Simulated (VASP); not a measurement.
Runs of VASP 6.6.1 on Ca. The structure is that of space group Im-3m (No. 229), or close to it. The cells are those of the table. 

```csv
level,cell,k mesh,cutoff (eV),gap on the mesh (eV),pressure (GPa)
PBEsol,"a = 3.938, b = 3.857, c = 3.910 Å, angles 108.3, 110.2, 110.1°, 1 atom",12 × 12 × 12,520,none,-1.7
PBEsol,"a = 3.991 Å, angles 109.7, 109.7, 108.9°, 1 atom",14 × 14 × 14,500,none,(a)
r2SCAN,"a = 3.908 Å, angles 110.2, 110.2, 108.1°, 1 atom",14 × 14 × 14,550,none,-0.9
PBEsol,"a = 3.769, b = 3.769, c = 3.785 Å, angles 108.6, 108.6, 111.2°, 1 atom",12 × 12 × 12,520,none,-0.4
```

Alike in all rows: task single point; potentials or basis VASP PAW PBE potentials, release 64 (Ca_sv); no spin polarisation; smearing gaussian 0.1 eV.

Task: Estimate the missing entries.

Result: (a) -2.4.

Caveats: the PAW data sets were made with another functional, which shifts forces and pressure a little.

A gap of «none» marks levels without a gap at the run's occupations.
